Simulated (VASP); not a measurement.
# FeO (Fm-3m) in VASP: further runs

FeO is run at these levels: PBE+U; tasks: single point.

Everything below comes from runs of VASP 6.6.1. Logs are shortened: lines on timing, memory, paths and dates and some standing lists are left out, and cuts for length are marked.

**What was measured.**

“W\"ustite: Electric, thermodynamic and optical properties of FeO”, 2012, arxiv:1203.1201 quotes, for a bulk crystal of FeO: band gap 2.4 eV (optical).

The results are compared with them further down.

### Step 1. The cell of the first run

It takes space group Fm-3m (No. 225, cubic). The conventional cell has a = 4.311 Å, b = 4.311 Å, c = 4.311 Å, α = 90.00°, β = 90.00°, γ = 90.00°. Within 2.9 Å of Fe (site symmetry m-3m) lie 6 O at 2.16 Å. O (site symmetry m-3m) has 6 Fe at 2.16 Å within 2.9 Å.

### Step 2. Single point, PBE+U, collinear spin, antiferromagnetic start

Input file INCAR:

```
SYSTEM = FeO
PREC = Accurate
ENCUT = 520
EDIFF = 1E-6
ISMEAR = 0
SIGMA = 0.05
LREAL = .False.
LASPH = .True.
NELM = 150
ALGO = Normal
ISIF = 2
LWAVE = .False.
LCHARG = .False.
ISPIN = 2
MAGMOM = 4 -4 0 0
LORBIT = 11
LMAXMIX = 4
LDAU = .True.
LDAUTYPE = 2
LDAUL = 2 -1
LDAUU = 4 0
LDAUJ = 0 0
LDAUPRINT = 1
GGA = PE
NBANDS = 26
```

Input file KPOINTS:

```
regular mesh
0
Gamma
  10 10 5
  0 0 0
```

Input file POSCAR:

```
FeO
1.0
    0.0000000000      2.1554001622      2.1554001622
    2.1554001622      0.0000000000      2.1554001622
    4.3108003244      4.3108003244      0.0000000000
Fe O
2 2
Direct
    0.0000000000      0.0000000000      0.0000000000
    0.0000000000      0.0000000000      0.5000000000
    0.5000000000      0.5000000000      0.2500000000
    0.5000000000      0.5000000000      0.7500000000
```

Potentials or basis: VASP PAW PBE potentials, release 64 (Fe, O).

The run is started by

```bash
> cat potpaw_PBE.64/Fe/POTCAR potpaw_PBE.64/O/POTCAR > POTCAR
> mpirun -np 1 vasp_std > vasp.out
```

OUTCAR:

```text
SYSTEM = FeO
   PREC = Accurate
   ENCUT = 520
   EDIFF = 1E-6
   ISMEAR = 0
   LREAL = .False.
   LASPH = .True.
   NELM = 150
   ISIF = 2
   ISPIN = 2
   LORBIT = 11
   GGA = PE

 ion  position               nearest neighbor table
   1  0.000  0.000  0.000-   4 2.16   3 2.16   4 2.16   3 2.16   4 2.16   3 2.16   2 3.05   2 3.05
                             2 3.05   2 3.05   2 3.05   2 3.05
   2  0.000  0.000  0.500-   3 2.16   3 2.16   4 2.16   3 2.16   4 2.16   4 2.16   1 3.05   1 3.05
                             1 3.05   1 3.05   1 3.05   1 3.05
   3  0.500  0.500  0.250-   1 2.16   1 2.16   2 2.16   1 2.16   2 2.16   2 2.16
   4  0.500  0.500  0.750-   2 2.16   1 2.16   2 2.16   1 2.16   2 2.16   1 2.16

  LATTYP: Found a trigonal (rhomboedric) cell.
 ALAT       =     5.2796305889
 COS(alpha) =     0.8333333333

  Lattice vectors:

 A1 = (   4.3108003244,   2.1554001622,  -2.1554001622)
 A2 = (   2.1554001622,   2.1554001622,  -4.3108003244)
 A3 = (   2.1554001622,   4.3108003244,  -2.1554001622)

Analysis of symmetry for initial positions (statically):
=====================================================================
 Subroutine PRICEL returns following result:

  LATTYP: Found a face centered cubic cell.
 ALAT       =     4.3108003244
[... 12 lines left out ...]
 Subroutine GETGRP returns: Found 12 space group operations
 (whereof 12 operations were pure point group operations)
 out of a pool of 12 trial point group operations.

The static configuration has the point symmetry D_3d.

Analysis of symmetry for dynamics (positions and initial velocities):
=====================================================================
 Subroutine PRICEL returns following result:

  LATTYP: Found a face centered cubic cell.
 ALAT       =     4.3108003244
[... 12 lines left out ...]
 Subroutine GETGRP returns: Found 12 space group operations
 (whereof 12 operations were pure point group operations)
 out of a pool of 12 trial point group operations.

The dynamic configuration has the point symmetry D_3d.

Analysis of structural, dynamic, and magnetic symmetry:
=====================================================================
 Subroutine PRICEL returns following result:

  LATTYP: Found a face centered cubic cell.
 ALAT       =     4.3108003244
[... 12 lines left out ...]
 Subroutine GETGRP returns: Found 12 space group operations
 (whereof 12 operations were pure point group operations)
 out of a pool of 12 trial point group operations.

The overall configuration has the point symmetry D_3d.

 Subroutine INISYM returns: Found 12 space group operations
 (whereof 12 operations are pure point group operations),
 and found     2 'primitive' translations

----------------------------------------------------------------------------------------

                                     Primitive cell

  volume of cell :      20.0269

  direct lattice vectors                    reciprocal lattice vectors
     0.000000000  2.155400162  2.155400162    -0.231975486  0.231975486  0.231975486
     2.155400162  0.000000000  2.155400162     0.231975486 -0.231975486  0.231975486
     2.155400162  2.155400162  0.000000000     0.231975486  0.231975486 -0.231975486

  length of vectors
     3.048196142  3.048196142  3.048196142     0.401793328  0.401793328  0.401793328

  position of ions in fractional coordinates (direct lattice)
     0.000000000  0.000000000  0.000000000
     0.500000000  0.500000000  0.500000000

  ion indices of the primitive-cell ions
[... 154 lines left out ...]
 -0.0781 -0.0390  0.1407 -0.0390 -0.0000
  0.1335 -0.1335 -0.0390  0.3135 -0.0676
  0.0000  0.0676 -0.0000 -0.0676  0.1407

 occupancies and eigenvectors

  o =  0.0465  v =  0.0000  0.0000  0.0000  0.0000  0.0000 -0.5774  0.5774  0.0000  0.5774  0.0000      0.0000  0.0000  0.0000  0.0000  0.0000  0.0000  0.0000  0.0000  0.0000  0.0000
  o =  0.1133  v =  0.0000  0.0000  0.0000  0.0000  0.0000 -0.2248 -0.1074 -0.9610 -0.1175 -0.0249      0.0000  0.0000  0.0000  0.0000  0.0000  0.0000  0.0000  0.0000  0.0000  0.0000
  o =  0.1133  v =  0.0000  0.0000  0.0000  0.0000  0.0000 -0.0058 -0.1976 -0.0249  0.1918  0.9610      0.0000  0.0000  0.0000  0.0000  0.0000  0.0000  0.0000  0.0000  0.0000  0.0000
  o =  0.4744  v =  0.0000  0.0000  0.0000  0.0000  0.0000 -0.1288  0.6062  0.0452 -0.7349  0.2717      0.0000  0.0000  0.0000  0.0000  0.0000  0.0000  0.0000  0.0000  0.0000  0.0000
  o =  0.4744  v =  0.0000  0.0000  0.0000  0.0000  0.0000 -0.7743 -0.4987  0.2717 -0.2756 -0.0452      0.0000  0.0000  0.0000  0.0000  0.0000  0.0000  0.0000  0.0000  0.0000  0.0000
  o =  0.9656  v =  0.8161  0.4023  0.0307  0.4138  0.0003  0.0000  0.0000  0.0000  0.0000  0.0000      0.0000  0.0000  0.0000  0.0000  0.0000  0.0000  0.0000  0.0000  0.0000  0.0000
  o =  0.9656  v =  0.0067  0.7101  0.0003 -0.7034 -0.0307  0.0000  0.0000  0.0000  0.0000  0.0000      0.0000  0.0000  0.0000  0.0000  0.0000  0.0000  0.0000  0.0000  0.0000  0.0000
  o =  0.9689  v = -0.5774  0.5774  0.0000  0.5774  0.0000  0.0000  0.0000  0.0000  0.0000  0.0000      0.0000  0.0000  0.0000  0.0000  0.0000  0.0000  0.0000  0.0000  0.0000  0.0000
  o =  1.0090  v =  0.0000  0.0217  0.0000 -0.0217  0.9995  0.0000  0.0000  0.0000  0.0000  0.0000      0.0000  0.0000  0.0000  0.0000  0.0000  0.0000  0.0000  0.0000  0.0000  0.0000
  o =  1.0090  v =  0.0250  0.0125 -0.9995  0.0125  0.0000  0.0000  0.0000  0.0000  0.0000  0.0000      0.0000  0.0000  0.0000  0.0000  0.0000  0.0000  0.0000  0.0000  0.0000  0.0000

atom =   2  type =  1  l = 2

 onsite density matrix

spin component  1

  0.3135  0.1335 -0.0781  0.1335  0.0000
  0.1335  0.3135 -0.0390 -0.1335  0.0676
 -0.0781 -0.0390  0.1407 -0.0390  0.0000
  0.1335 -0.1335 -0.0390  0.3135 -0.0676
  0.0000  0.0676  0.0000 -0.0676  0.1407

spin component  2

  0.9667 -0.0011 -0.0011 -0.0011 -0.0000
 -0.0011  0.9667 -0.0005  0.0011  0.0009
 -0.0011 -0.0005  1.0089 -0.0005 -0.0000
 -0.0011  0.0011 -0.0005  0.9667 -0.0009
 -0.0000  0.0009 -0.0000 -0.0009  1.0089

 occupancies and eigenvectors

  o =  0.0465  v =  0.5774 -0.5774 -0.0000 -0.5774 -0.0000  0.0000  0.0000  0.0000  0.0000  0.0000      0.0000  0.0000  0.0000  0.0000  0.0000  0.0000  0.0000  0.0000  0.0000  0.0000
  o =  0.1133  v = -0.0034 -0.1965 -0.0146  0.1930  0.9612  0.0000  0.0000  0.0000  0.0000  0.0000      0.0000  0.0000  0.0000  0.0000  0.0000  0.0000  0.0000  0.0000  0.0000  0.0000
  o =  0.1133  v = -0.2249 -0.1095 -0.9612 -0.1154 -0.0146  0.0000  0.0000  0.0000  0.0000  0.0000      0.0000  0.0000  0.0000  0.0000  0.0000  0.0000  0.0000  0.0000  0.0000  0.0000
  o =  0.4744  v = -0.0171 -0.6881  0.0060  0.6711 -0.2754  0.0000  0.0000  0.0000  0.0000  0.0000      0.0000  0.0000  0.0000  0.0000  0.0000  0.0000  0.0000  0.0000  0.0000  0.0000
  o =  0.4744  v =  0.7847  0.3776 -0.2754  0.4071 -0.0060  0.0000  0.0000  0.0000  0.0000  0.0000      0.0000  0.0000  0.0000  0.0000  0.0000  0.0000  0.0000  0.0000  0.0000  0.0000
  o =  0.9656  v =  0.0000  0.0000  0.0000  0.0000  0.0000  0.8034  0.2774  0.0302  0.5260  0.0054      0.0000  0.0000  0.0000  0.0000  0.0000  0.0000  0.0000  0.0000  0.0000  0.0000
  o =  0.9656  v =  0.0000  0.0000  0.0000  0.0000  0.0000  0.1435  0.7675  0.0054 -0.6240 -0.0302      0.0000  0.0000  0.0000  0.0000  0.0000  0.0000  0.0000  0.0000  0.0000  0.0000
  o =  0.9689  v =  0.0000  0.0000  0.0000  0.0000  0.0000 -0.5774  0.5774  0.0000  0.5774 -0.0000      0.0000  0.0000  0.0000  0.0000  0.0000  0.0000  0.0000  0.0000  0.0000  0.0000
  o =  1.0090  v =  0.0000  0.0000  0.0000  0.0000  0.0000  0.0000  0.0217 -0.0000 -0.0217  0.9995      0.0000  0.0000  0.0000  0.0000  0.0000  0.0000  0.0000  0.0000  0.0000  0.0000
  o =  1.0090  v =  0.0000  0.0000  0.0000  0.0000  0.0000  0.0250  0.0125 -0.9995  0.0125 -0.0000      0.0000  0.0000  0.0000  0.0000  0.0000  0.0000  0.0000  0.0000  0.0000  0.0000

 number of electron      27.9999997 magnetization      -0.0000000

 Free energy of the ion-electron system (eV)
  ---------------------------------------------------
  ext. energy  EPLUGINS =         0.00000000
  ---------------------------------------------------
  free energy    TOTEN  =       -25.98892638 eV

  energy without entropy =      -25.98373613  energy(sigma->0) =      -25.98633126

 E-fermi :   6.2210     XC(G=0): -12.1192

 val. band max:        6.2131878627   @ k =  -0.3000   0.2000   0.0000
 cond. band min:       6.2253810648   @ k =  -0.2000   0.4000   0.2000
 fundamental gap:      0.0121932021
 Fermi energy:         6.2210368025

 spin component 1

 k-point     1 :       0.0000    0.0000    0.0000
  band No.  band energies     occupation
      1     -14.1602      1.00000
      2     -12.9728      1.00000
      3      -2.3823      1.00000
      4      -0.8166      1.00000
      5      -0.8166      1.00000
      6       1.0990      1.00000
[... 1385 lines left out ...]
     25      20.0287      0.00000
     26      21.1388      0.00000

 [... further k-points ...]
[... 5 lines left out ...]
  --------------------------------------------------------------------------------------
  -------------------------------------------------------------------------------------
  Total        0.6444563      0.6444563      0.6444563      0.5346384     -0.5346384     -0.5346384
  in kB       25.7786614     25.7786614     25.7786614     21.3858757    -21.3858757    -21.3858757
  external PRESSURE =      25.7786614 kB  Pullay stress =       0.0000000 kB

 VOLUME and BASIS-vectors are now :
 -----------------------------------------------------------------------------
  energy-cutoff  :      520.00
  volume of cell :       40.05
      direct lattice vectors                 reciprocal lattice vectors
     0.000000000  2.155400162  2.155400162    -0.231975486  0.231975486  0.231975486
     2.155400162  0.000000000  2.155400162     0.231975486 -0.231975486  0.231975486
     4.310800324  4.310800324  0.000000000     0.115987743  0.115987743 -0.115987743

 POSITION                                       TOTAL-FORCE (eV/Angst)
 -----------------------------------------------------------------------------------
      0.00000      0.00000      0.00000         0.000000     -0.000000      0.000000
      2.15540      2.15540      0.00000         0.000000     -0.000000      0.000000
      2.15540      2.15540      2.15540        -0.000000     -0.000000     -0.000000
      4.31080      4.31080      2.15540         0.000000      0.000000     -0.000000
 -----------------------------------------------------------------------------------
    total drift:                               -0.000000     -0.000000     -0.000000

  FREE ENERGIE OF THE ION-ELECTRON SYSTEM (eV)
  ---------------------------------------------------
  free  energy   TOTEN  =       -25.9889263796 eV

  energy  without entropy=      -25.9837361340  energy(sigma->0) =      -25.98633126

 total charge

# of ion       s       p       d       tot
------------------------------------------
    1        0.290   0.362   6.117   6.770
    2        0.290   0.362   6.117   6.770
    3        1.555   3.455   0.000   5.011
    4        1.555   3.455   0.000   5.011
--------------------------------------------------
tot          3.692   7.635  12.234  23.560

 magnetization (x)

# of ion       s       p       d       tot
------------------------------------------
    1        0.010   0.009   3.692   3.710
    2       -0.010  -0.009  -3.692  -3.710
    3        0.000   0.000   0.000   0.000
    4        0.000   0.000   0.000   0.000
--------------------------------------------------
tot          0.000   0.000   0.000   0.000
```

Run time: 84 s. Hardware: 1 thread of Intel Xeon Platinum 8559C (Emerald Rapids), shared host; peak memory 0.24 GiB.

Results:

- Free energy: -25.9889 eV
- Pressure: 2.6 GPa
- Band gap on the k mesh: zero (filled and empty bands overlap)
- Net moment: 0.00 μB per cell
- Site moments: Fe +3.71, -3.71; O +0.00 μB
- Valence electrons inside the program's atomic spheres: Fe 6.77; O 5.01

Stress tensor (GPa, compression positive):
```
 2.58  2.14 -2.14
 2.14  2.58 -2.14
-2.14 -2.14  2.58
```

Eigenvalues of the final occupation matrices:
| site | spin | trace | eigenvalues |
| --- | --- | --- | --- |
| site 1 d | 1 | 4.92 | 0.97 0.97 0.97 1.01 1.01 |
| site 1 d | 2 | 1.22 | 0.05 0.11 0.11 0.47 0.47 |
| site 2 d | 1 | 1.22 | 0.05 0.11 0.11 0.47 0.47 |
| site 2 d | 2 | 4.92 | 0.97 0.97 0.97 1.01 1.01 |

The state reached can hang on the start; a lower one may exist.

### Step 3. Single point, PBE+U, collinear spin, ferromagnetic start

This run uses another cell than the first one: it holds 2 atoms, not 4.

Input file INCAR:

```
PREC = Accurate
ENCUT = 600
EDIFF = 1E-6
ISMEAR = 0
SIGMA = 0.05
LREAL = False
LASPH = True
NELM = 200
ALGO = Normal
ISIF = 2
LWAVE = False
LCHARG = True
ISPIN = 2
MAGMOM = 3.83 0
LORBIT = 11
LMAXMIX = 4
LDAU = True
LDAUTYPE = 2
LDAUL = 2 -1
LDAUU = 4 0
LDAUJ = 0 0
LDAUPRINT = 1
GGA = PE
LELF = True
LVHAR = True
NBANDS = 22
GGA_COMPAT = False
```

Input file KPOINTS:

```
regular mesh
0
Gamma
  10 10 10
```

Input file POSCAR:

```
FeO
1.0
    0.0000000000      2.1554001622      2.1554001622
    2.1554001622      0.0000000000      2.1554001622
    2.1554001622      2.1554001622      0.0000000000
Fe O
1 1
Direct
    0.0000000000      0.0000000000      0.0000000000
    0.5000000000      0.5000000000      0.5000000000
```

Potentials or basis: VASP PAW PBE potentials, release 64 (Fe_sv, O).

The run is started by

```bash
> cat potpaw_PBE.64/Fe_sv/POTCAR potpaw_PBE.64/O/POTCAR > POTCAR
> mpirun -np 1 vasp_std > vasp.out
```

Wall time 18 s (1 thread of Intel Xeon 6975P-C (Granite Rapids), shared host); peak memory 0.17 GiB.

The run converged. Its results:

```
Free energy                                           : -12.6994 eV
Pressure                                              : -1.5 GPa
Band gap on the k mesh                                : zero (filled and empty bands overlap)
Net moment                                            : 4.00 μB per cell
Site moments                                          : Fe +3.65; O +0.22 μB
Valence electrons inside the program's atomic spheres : Fe 13.60; O 5.01
```

Levels at points of the mesh, in eV from the Fermi level:
Spin up:
```
           k point  band 9  band 10  band 11  band 12  band 13  band 14  band 15  band 16  band 17  band 18
(0.00, 0.00, 0.00)   -6.17    -6.17    -4.35    -4.35    -4.35    -0.58    14.65    15.87    15.87    15.87
(0.50, 0.00, 0.00)   -5.47    -5.47    -4.55    -1.87    -1.87     3.38     7.80    11.77    11.77    18.47
(0.50, 0.50, 0.00)   -5.53    -5.53    -5.28    -5.22    -5.22     4.50     8.13     9.57    14.00    14.00
```
Spin down:
| k point | band 7 | band 8 | band 9 | band 10 | band 11 | band 12 |
| --- | --- | --- | --- | --- | --- | --- |
| (0.00, 0.00, 0.00) | -3.94 | -3.94 | -0.76 | -0.76 | -0.76 | 0.05 |
| (0.50, 0.00, 0.00) | -5.56 | -5.56 | 0.48 | 0.48 | 0.58 | 3.39 |
| (0.50, 0.50, 0.00) | -5.13 | -5.13 | -2.30 | 0.84 | 0.84 | 1.59 |

Eigenvalues of the final occupation matrices:
```tsv
site	spin	trace	eigenvalues
site 1 d	1	4.58	0.90 0.90 0.90 0.93 0.93
site 1 d	2	0.94	0.07 0.07 0.27 0.27 0.27
```

Caveat: a cell with one magnetic atom can't hold antiferromagnetic order, which such compounds often take.

### Step 4. Single point, PBE+U, collinear spin, ferromagnetic start

This run uses another cell than the first one: it holds 2 atoms, not 4.

Input file INCAR:

```
SYSTEM = FeO
PREC     = Accurate       ! precision mode
ENCUT    = 600            ! plane-wave cutoff, eV
EDIFF    = 1E-6           ! SCF threshold, eV
ISMEAR   = 0              ! smearing method
SIGMA    = 0.05           ! smearing width, eV
LREAL    = .FALSE.        ! projectors in reciprocal space
LASPH    = .TRUE.         ! aspherical terms in the spheres
NELM     = 200            ! most SCF steps
ALGO     = Normal         ! electronic algorithm
ISIF     = 2              ! what is computed and relaxed
LWAVE    = .FALSE.        ! write WAVECAR
LCHARG   = .FALSE.        ! write CHGCAR
ISPIN    = 2              ! spin polarisation
MAGMOM   = 4 0            ! initial moments
LORBIT   = 11             ! projections on sites
LMAXMIX  = 4              ! l up to which the mixer works
LDAU     = .TRUE.         ! DFT+U
LDAUTYPE = 2            
LDAUL    = 2 -1           ! shell
LDAUU    = 4 0            ! U, eV
LDAUJ    = 0 0          
LDAUPRINT= 1            
GGA      = PE             ! functional
NBANDS   = 22             ! bands
GGA_COMPAT= .FALSE.
```

Input file KPOINTS:

```
Automatic mesh
0
G
  10 10 10
  0 0 0
```

POSCAR is that of step 3.

The run is started by

```bash
> cat potpaw_PBE.64/Fe_sv/POTCAR potpaw_PBE.64/O/POTCAR > POTCAR
> mpirun -np 1 vasp_std > vasp.out
```

It took 27 s on 1 thread of Intel Xeon Platinum 8259CL at 2.50GHz (Skylake/Cascade Lake), shared host; peak memory 0.17 GiB.

The run converged. Its results:

* Free energy: -12.6994 eV
* Pressure: -1.5 GPa
* Band gap on the k mesh: zero (filled and empty bands overlap)
* Net moment: 4.00 μB per cell
* Site moments: Fe +3.65; O +0.22 μB
* Valence electrons inside the program's atomic spheres: Fe 13.60; O 5.01

Levels at points of the mesh, in eV from the Fermi level:
Spin up:
```tsv
k point	band 10	band 11	band 12	band 13	band 14	band 15	band 16	band 17
(0.00, 0.00, 0.00)	-6.17	-4.35	-4.35	-4.35	-0.58	14.65	15.87	15.87
(0.50, 0.00, 0.00)	-5.47	-4.55	-1.87	-1.87	3.38	7.80	11.77	11.77
(0.50, 0.50, 0.00)	-5.53	-5.28	-5.22	-5.22	4.50	8.13	9.57	14.00
```
Spin down:
```csv
k point,band 5,band 6,band 7,band 8,band 9,band 10,band 11,band 12,band 13,band 14
"(0.00, 0.00, 0.00)",-20.90,-3.94,-3.94,-3.94,-0.76,-0.76,-0.76,0.05,0.97,0.97
"(0.50, 0.00, 0.00)",-19.68,-8.71,-5.56,-5.56,0.48,0.48,0.58,3.40,3.40,3.67
"(0.50, 0.50, 0.00)",-19.65,-7.64,-5.13,-5.13,-2.30,0.84,0.84,1.59,1.91,5.86
```

Eigenvalues of the final occupation matrices:
| site | spin | trace | eigenvalues |
| --- | --- | --- | --- |
| site 1 d | 1 | 4.58 | 0.90 0.90 0.90 0.93 0.93 |
| site 1 d | 2 | 0.94 | 0.07 0.07 0.27 0.27 0.27 |

Caveat: a cell with one magnetic atom can't hold antiferromagnetic order, which such compounds often take.

### Step 5. Against experiment

Step 2. A measured gap of FeO is 2.4 eV (optical; quoted in “W\"ustite: Electric, thermodynamic and optical properties of FeO”, 2012, arxiv:1203.1201); the calculated 0.00 eV misses it by -2.40 eV. So large a miss can be the level of theory's own, or it may mean another phase, state or a wrong row. The value is that of PBE+U on a finite k mesh, which can miss the band edges, without temperature or zero-point motion.

Step 3. A measured gap of FeO is 2.4 eV (optical; quoted in “W\"ustite: Electric, thermodynamic and optical properties of FeO”, 2012, arxiv:1203.1201); the calculated 0.00 eV misses it by -2.40 eV. So large a miss can be the level of theory's own, or it may mean another phase, state or a wrong row. The value is that of PBE+U on a finite k mesh, which can miss the band edges, without temperature or zero-point motion. The run's magnetic order (collinear spin, ferromagnetic start) needn't be the measured crystal's.

Step 4. A measured gap of FeO is 2.4 eV (optical; quoted in “W\"ustite: Electric, thermodynamic and optical properties of FeO”, 2012, arxiv:1203.1201); the calculated 0.00 eV misses it by -2.40 eV. So large a miss can be the level of theory's own, or it may mean another phase, state or a wrong row. The value is that of PBE+U on a finite k mesh, which can miss the band edges, without temperature or zero-point motion. The run's magnetic order (collinear spin, ferromagnetic start) needn't be the measured crystal's.
